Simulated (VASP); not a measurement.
# LuAsF6 (P1) in VASP: single point with PBEsol

Aim: the single point of LuAsF6 with PBEsol.

Everything below comes from runs of VASP 6.6.1. Logs are shortened: lines on timing, memory, paths and dates and some standing lists are left out, and cuts for length are marked.

**1. The cell of the first run**

The typed cell holds 8 atoms: a = 5.800 Å, b = 5.800 Å, c = 5.866 Å, α = 60.37°, β = 60.40°, γ = 60.00°.

**2. Single point, PBEsol**

The input, INCAR:

```
SYSTEM = LuAsF6
ALGO     = Normal         ! electronic algorithm
EDIFF    = 1E-7           ! SCF threshold, eV
ENCUT    = 520            ! plane-wave cutoff, eV
GGA      = PS             ! functional
ISIF     = 2              ! what is computed and relaxed
ISMEAR   = -1             ! smearing method
LASPH    = .TRUE.         ! aspherical terms in the spheres
LCHARG   = .FALSE.        ! write CHGCAR
LREAL    = .FALSE.        ! projectors in reciprocal space
LWAVE    = .FALSE.        ! write WAVECAR
NBANDS   = 46             ! bands
NELM     = 80             ! most SCF steps
PREC     = Accurate       ! precision mode
SIGMA    = 0.05           ! smearing width, eV
```

The input, KPOINTS:

```
k-points
0
G
  4 4 4
  0 0 0
```

The input, POSCAR:

```
LuAsF6
1.0
   -0.0006541854      4.1001002092      4.1019282343
    4.1010687871     -0.0002400932      4.1015249141
    4.1483465223      4.1468012668     -0.0471526895
Lu As F
1 1 6
Direct
    0.4965420800      0.4940848277      0.4905176347
   -0.0034947175     -0.0059858416     -0.0094246061
    0.6948906929      0.2398203349      0.2345742403
    0.2984441979      0.7480301409      0.7465045750
    0.2409767783      0.8068771888      0.2360123016
    0.7520139432      0.1812532792      0.7452011293
    0.1849884269      0.2957310977      0.7442917732
    0.8080746355      0.6927698458      0.2365525266
```

Potentials or basis: VASP PAW PBE potentials, release 64 (Lu, As, F).

Launch:

```bash
cat potpaw_PBE.64/Lu/POTCAR potpaw_PBE.64/As/POTCAR potpaw_PBE.64/F/POTCAR > POTCAR
mpirun -np 1 vasp_std > vasp.out
```

OUTCAR:

```text
SYSTEM = LuAsF6
   EDIFF = 1E-7
   ENCUT = 520
   GGA = PS
   ISIF = 2
   ISMEAR = -1
   LASPH = .TRUE.
   LREAL = .FALSE.
   NELM = 80
   PREC = Accurate

 ion  position               nearest neighbor table
   1  0.497  0.494  0.491-   7 2.13   4 2.13   5 2.13   8 2.13   6 2.13   3 2.13
   2  0.997  0.994  0.991-   8 2.05   3 2.05   6 2.05   5 2.05   4 2.05   7 2.05
   3  0.695  0.240  0.235-   2 2.05   1 2.13
   4  0.298  0.748  0.747-   2 2.05   1 2.13
   5  0.241  0.807  0.236-   2 2.05   1 2.13
   6  0.752  0.181  0.745-   2 2.05   1 2.13
   7  0.185  0.296  0.744-   2 2.05   1 2.13
   8  0.808  0.693  0.237-   2 2.05   1 2.13

  LATTYP: Found a triclinic cell.
 ALAT       =     5.8661497666
 B/A-ratio  =     1.0002839805
 C/A-ratio  =     0.9887421689
 COS(alpha) =     0.0000656019
 COS(beta)  =     0.4944408888
 COS(gamma) =     0.5113964579

  Lattice vectors:

 A1 = (   0.0472777352,   4.1470413600,  -4.1486776036)
 A2 = (   4.1490007077,   0.0467010576,  -4.1490809238)
 A3 = (  -4.1010687871,   0.0002400932,  -4.1015249141)

Analysis of symmetry for initial positions (statically):
=====================================================================
 Subroutine PRICEL returns:
 Original cell was already a primitive cell.

 Routine SETGRP: Setting up the symmetry group for a
 triclinic supercell.

 Subroutine GETGRP returns: Found  1 space group operations
 (whereof  1 operations were pure point group operations)
 out of a pool of  2 trial point group operations.

The static configuration has the point symmetry C_1 .

Analysis of symmetry for dynamics (positions and initial velocities):
=====================================================================
 Subroutine PRICEL returns:
 Original cell was already a primitive cell.

 Routine SETGRP: Setting up the symmetry group for a
 triclinic supercell.

 Subroutine GETGRP returns: Found  1 space group operations
 (whereof  1 operations were pure point group operations)
 out of a pool of  2 trial point group operations.

The dynamic configuration has the point symmetry C_1 .

 Subroutine INISYM returns: Found  1 space group operations
 (whereof  1 operations are pure point group operations),
 and found     1 'primitive' translations

----------------------------------------------------------------------------------------

                                     Primitive cell

  volume of cell :     140.3281

  direct lattice vectors                    reciprocal lattice vectors
    -0.000654185  4.100100209  4.101928234    -0.121203064  0.122626340  0.121196764
     4.101068787 -0.000240093  4.101524914     0.122592768 -0.121260013  0.121225525
     4.148346522  4.146801267 -0.047152689     0.119845180  0.119897379 -0.119824833

  length of vectors
     5.799710113  5.800109643  5.865744880     0.210751175  0.210780942  0.207596337

  position of ions in fractional coordinates (direct lattice)
     0.496542080  0.494084828  0.490517635
     0.996505283  0.994014158  0.990575394
     0.694890693  0.239820335  0.234574240
     0.298444198  0.748030141  0.746504575
     0.240976778  0.806877189  0.236012302
     0.752013943  0.181253279  0.745201129
     0.184988427  0.295731098  0.744291773
     0.808074635  0.692769846  0.236552527

  ion indices of the primitive-cell ions
   primitive index   ion index
                 1           1
                 2           2
                 3           3
                 4           4
                 5           5
                 6           6
                 7           7
                 8           8

----------------------------------------------------------------------------------------

 KPOINTS: k-points

Automatic generation of k-mesh.
 Grid dimensions read from file:
 generate k-points for:    4    4    4

 Generating k-lattice:

  Cartesian coordinates                     Fractional coordinates (reciprocal lattice)
    -0.030300766  0.030656585  0.030299191     0.250000000  0.000000000 -0.000000000
     0.030648192 -0.030315003  0.030306381     0.000000000  0.250000000  0.000000000
     0.029961295  0.029974345 -0.029956208    -0.000000000 -0.000000000  0.250000000

  Length of vectors
     0.052687794  0.052695235  0.051899084

  Shift w.r.t. Gamma in fractional coordinates (k-lattice)
     0.000000000  0.000000000  0.000000000

 Subroutine IBZKPT returns following result:
 ===========================================

 Found     36 irreducible k-points:

 Following reciprocal coordinates:
            Coordinates               Weight
  0.000000  0.000000  0.000000      1.000000
  0.250000 -0.000000 -0.000000      2.000000
  0.500000 -0.000000 -0.000000      1.000000
 -0.000000  0.250000 -0.000000      2.000000
  0.250000  0.250000 -0.000000      2.000000
  0.500000  0.250000  0.000000      2.000000
[... 16 lines left out ...]
  0.000000 -0.250000  0.250000      2.000000
  0.250000 -0.250000  0.250000      2.000000
 [... further k-points ...]
   k-points           NKPTS =     36   k-points in BZ     NKDIM =     36   number of bands    NBANDS=     46
   number of dos      NEDOS =    301   number of ions     NIONS =      8
   total plane-waves  NPLWV = 110592
   dimension x,y,z NGX =    48 NGY =   48 NGZ =   48
   dimension x,y,z NGXF=    96 NGYF=   96 NGZF=   96
   ions per type =               1   1   6
   NGX,Y,Z   is equivalent  to a cutoff of  13.76, 13.76, 13.60 a.u.
   NGXF,Y,Z  is equivalent  to a cutoff of  27.52, 27.52, 27.21 a.u.
 SYSTEM =  LuAsF6
   PREC   = accura    normal or accurate (medium, high low for compatibility)
   ISTART =      0    job   : 0-new  1-cont  2-samecut
   ICHARG =      2    charge: 1-file 2-atom 10-const
   ISPIN  =      1    spin polarized calculation?
   LNONCOLLINEAR =      F non collinear calculations
   LSORBIT =      F    spin-orbit coupling
   LASPH  =      T    aspherical Exc in radial PAW
   ENCUT  =  520.0 eV  38.22 Ry    6.18 a.u.  10.78 10.78 10.91*2*pi/ulx,y,z
   NELM   =     80;   NELMIN=  2; NELMDL= -5     # of ELM steps
   EDIFF  = 0.1E-06   stopping-criterion for ELM
   LREAL  =      F    real-space projection
   EDIFFG = 0.1E-05   stopping-criterion for IOM
   NSW    =      0    number of steps for IOM
   IBRION =     -1    ionic relax: 0-MD 1-quasi-New 2-CG
   NFREE  =      0    steps in history (QN), initial steepest desc. (CG)
   ISIF   =      2    stress and relaxation
   ISYM   =      2    0-nonsym 1-usesym 2-fastsym
   POTIM  = 0.5000    time-step for ionic-motion
   TEBEG  =    0.0;   TEEND  =   0.0 temperature during run
   PSTRESS=    0.0 pullay stress
   NELECT =      72.0000    total number of electrons
   NUPDOWN=      -1.0000    fix difference up-down
   EMIN   =  10.00;   EMAX   =-10.00  energy-range for DOS
   EFERMI =   0.00;   METHOD = LEGACY
   ISMEAR =    -1;   SIGMA  =   0.05  broadening in eV -4-tet -1-fermi 0-gaus
   EFERMI_NEDOS =   21; number of points for ismear=-14 and -15
   IALGO  =     38    algorithm
   IMIX   =      4    mixing-type and parameters
     AMIX     =   0.40;   BMIX     =  1.00
     AMIX_MAG =   1.60;   BMIX_MAG =  1.00
  volume/ion in A,a.u.               =      17.54       118.37
  Fermi-wavevector in a.u.,A,eV,Ry     =   1.310602  2.476678 23.370416  1.717677
  Thomas-Fermi vector in A             =   2.441121
   LORBIT       =      0    0 simple, 1 ext, 2 COOP (PROOUT), +10 PAW based schemes
   GGA     = PS    functional components
   LHFCALC =     F    Hartree Fock is set to
   AEXX    =    0.0000 exact exchange contribution
   IVDW    =     0    specifies the selected vdW correction
   LEPSILON=     F    determine dielectric tensor
   LRPA    =     F    only Hartree local field effects (RPA)
 non-spin polarized calculation
  energy-cutoff  :      520.00
  volume of cell :      140.33
 maximum number of plane-waves:      3792
 NGX is ok and might be reduce to    48
   NGX = 21   NGY = 21   NGZ = 21

 number of electron      71.9999996 magnetization

 Free energy of the ion-electron system (eV)
  ---------------------------------------------------
  ext. energy  EPLUGINS =         0.00000000
  ---------------------------------------------------
  free energy    TOTEN  =       -45.49173000 eV

  energy without entropy =      -45.49173000  energy(sigma->0) =      -45.49173000

 E-fermi :  -0.3271     XC(G=0):  -8.2857

 val. band max:       -1.5714868202   @ k =   0.0000   0.0000   0.5000
 cond. band min:       3.0141894348   @ k =  -0.0000   0.5000  -0.0000
 fundamental gap:      4.5856762550
 Fermi energy:        -0.3270792189

 k-point     1 :       0.0000    0.0000    0.0000
  band No.  band energies     occupation
      1     -55.3510      2.00000
      2     -26.6552      2.00000
      3     -26.6542      2.00000
      4     -26.6511      2.00000
      5     -24.0760      2.00000
      6     -23.4401      2.00000
[... 38 lines left out ...]
     45       8.7589      0.00000
     46       8.7621      0.00000

 k-point     2 :       0.2500   -0.0000   -0.0000
  band No.  band energies     occupation
      1     -55.3510      2.00000
      2     -26.6726      2.00000
      3     -26.6501      2.00000
      4     -26.6458      2.00000
      5     -23.9259      2.00000
      6     -23.5284      2.00000
[... 38 lines left out ...]
     45       9.1131      0.00000
     46       9.2049      0.00000

 k-point     3 :       0.5000   -0.0000   -0.0000
  band No.  band energies     occupation
      1     -55.3510      2.00000
      2     -26.6904      2.00000
      3     -26.6452      2.00000
      4     -26.6404      2.00000
      5     -23.6801      2.00000
      6     -23.5987      2.00000
[... 38 lines left out ...]
     45       9.6059      0.00000
     46       9.7214      0.00000

 k-point     4 :      -0.0000    0.2500   -0.0000
  band No.  band energies     occupation
      1     -55.3510      2.00000
      2     -26.6727      2.00000
      3     -26.6496      2.00000
      4     -26.6462      2.00000
      5     -23.9259      2.00000
      6     -23.5291      2.00000
[... 920 lines left out ...]
     45       7.6176      0.00000
     46       8.4042      0.00000

 k-point    23 :       0.0000   -0.2500    0.2500
  band No.  band energies     occupation
      1     -55.3510      2.00000
      2     -26.6734      2.00000
      3     -26.6562      2.00000
      4     -26.6444      2.00000
      5     -23.7675      2.00000
      6     -23.6403      2.00000
[... 38 lines left out ...]
     45       8.5248      0.00000
     46       9.2688      0.00000

 k-point    24 :       0.2500   -0.2500    0.2500
  band No.  band energies     occupation
      1     -55.3510      2.00000
      2     -26.6745      2.00000
      3     -26.6521      2.00000
      4     -26.6477      2.00000
      5     -23.8555      2.00000
      6     -23.5903      2.00000
[... 38 lines left out ...]
     45       8.2825      0.00000
     46       9.2979      0.00000

 [... further k-points ...]
[... 5 lines left out ...]
  --------------------------------------------------------------------------------------
  -------------------------------------------------------------------------------------
  Total        0.1737738      0.1655288      0.1838408      0.0097518     -0.0079414     -0.0122665
  in kB        1.9840390      1.8899030      2.0989777      0.1113394     -0.0906695     -0.1400506
  external PRESSURE =       1.9909732 kB  Pullay stress =       0.0000000 kB

 VOLUME and BASIS-vectors are now :
 -----------------------------------------------------------------------------
  energy-cutoff  :      520.00
  volume of cell :      140.33
      direct lattice vectors                 reciprocal lattice vectors
    -0.000654185  4.100100209  4.101928234    -0.121203064  0.122626340  0.121196764
     4.101068787 -0.000240093  4.101524914     0.122592768 -0.121260013  0.121225525
     4.148346522  4.146801267 -0.047152689     0.119845180  0.119897379 -0.119824833

 POSITION                                       TOTAL-FORCE (eV/Angst)
 -----------------------------------------------------------------------------------
      4.06079      4.06983      4.04015        -0.002637      0.001043     -0.001462
      8.18512      8.19325      8.11786         0.000397     -0.000770      0.006123
      1.95616      3.82180      3.82296        -0.079648     -0.010810     -0.008940
      6.16429      4.31908      4.25706         0.083057      0.011120      0.008873
      4.28796      1.96653      4.28677         0.008701     -0.080579      0.009825
      3.83419      6.17349      3.79298        -0.009280      0.079049     -0.010397
      4.30027      3.84483      1.93666         0.010843     -0.009515     -0.084544
      3.82187      4.29396      6.14492        -0.011432      0.010462      0.080522
 -----------------------------------------------------------------------------------
    total drift:                                0.000481      0.000773     -0.000720

  FREE ENERGIE OF THE ION-ELECTRON SYSTEM (eV)
  ---------------------------------------------------
  free  energy   TOTEN  =       -45.4917299973 eV

  energy  without entropy=      -45.4917299973  energy(sigma->0) =      -45.49173000
```

Run time: 11 min. Hardware: 1 thread of Intel Xeon 8259CL, shared host; peak memory 0.46 GiB.

What came out:

```yaml
Free_energy: -45.4917 eV
Pressure: 0.2 GPa
Largest_force: 0.086 eV/Å
Band_gap_on_the_k_mesh: 4.59 eV (least direct gap 4.60 eV)
```

Forces on the atoms (eV/Å):
```
Lu  -0.003  0.001 -0.001
As   0.000 -0.001  0.006
F   -0.080 -0.011 -0.009
F    0.083  0.011  0.009
F    0.009 -0.081  0.010
F   -0.009  0.079 -0.010
F    0.011 -0.010 -0.085
F   -0.011  0.010  0.081
```

Levels at points of the mesh, in eV from the valence-band top:
| k point | band 33 | band 34 | band 35 | band 36 | band 37 | band 38 | band 39 | band 40 |
| --- | --- | --- | --- | --- | --- | --- | --- | --- |
| (0.00, 0.00, 0.00) | -1.79 | -1.79 | -1.78 | -1.01 | 5.50 | 5.53 | 5.54 | 6.08 |
| (0.50, 0.00, 0.00) | -1.92 | -1.78 | -1.76 | -0.03 | 4.59 | 4.93 | 5.07 | 6.94 |
| (0.00, 0.50, 0.00) | -1.92 | -1.78 | -1.76 | -0.03 | 4.59 | 4.93 | 5.07 | 6.94 |
| (0.50, 0.50, 0.00) | -1.97 | -1.84 | -1.83 | -0.99 | 5.54 | 5.56 | 5.60 | 6.89 |
| (0.00, 0.00, 0.50) | -1.91 | -1.77 | -1.77 | 0.00 | 4.60 | 5.05 | 5.06 | 6.93 |
| (0.50, 0.00, 0.50) | -1.97 | -1.84 | -1.83 | -0.99 | 5.54 | 5.56 | 5.60 | 6.88 |
| (0.00, 0.50, 0.50) | -1.97 | -1.84 | -1.83 | -0.99 | 5.54 | 5.56 | 5.59 | 6.89 |
| (0.50, 0.50, 0.50) | -1.92 | -1.78 | -1.76 | -0.03 | 4.59 | 4.93 | 5.07 | 6.94 |

Caveat: the PAW data sets were made with another functional, which shifts forces and pressure a little; spin-orbit coupling is left out, which moves the levels of the heavy elements.
